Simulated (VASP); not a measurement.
Runs of VASP 6.6.1 on Ir. The structure is that of space group Fm-3m (No. 225), or close to it. The cells are those of the table. 

```csv
cell,gap on the mesh (eV),pressure (GPa)
"a = 2.736, b = 2.736, c = 2.674 Å, angles 60.7, 60.7, 58.5°, 1 atom",none,-0.9
"a = 2.776, b = 2.776, c = 2.756 Å, angles 60.2, 60.2, 59.5°, 1 atom",none,-21.0
"a = 2.736, b = 2.736, c = 2.796 Å, angles 59.3, 59.3, 61.5°, 1 atom",none,-16.2
"a = 2.735, b = 2.735, c = 2.756 Å, angles 59.8, 59.8, 60.5°, 1 atom",none,(a)
"a = 2.695, b = 2.695, c = 2.756 Å, angles 59.3, 59.3, 61.5°, 1 atom",none,-0.9
"a = 2.756, b = 2.756, c = 2.796 Å, angles 59.5, 59.5, 61.0°, 1 atom",none,-20.8
"a = 2.715, b = 2.715, c = 2.756 Å, angles 59.5, 59.5, 61.0°, 1 atom",none,(b)
"a = 2.715, b = 2.715, c = 2.674 Å, angles 60.5, 60.5, 59.0°, 1 atom",none,4.7
```

Alike in all rows: task single point; level PBEsol; potentials or basis VASP PAW PBE potentials, release 64 (Ir); no spin polarisation; k mesh 22 × 22 × 22; cutoff (eV) 520; smearing gaussian 0.15 eV.

Problem. Estimate the missing entries.

Solution. (a) -12.1; (b) -7.0.

Caveats: the PAW data sets were made with another functional, which shifts forces and pressure a little; spin-orbit coupling is left out, which moves the levels of the heavy elements.

A k mesh can miss the band edges, and the runs leave out spin-orbit coupling on Ir.

A gap of «none» marks levels without a gap at the run's occupations.
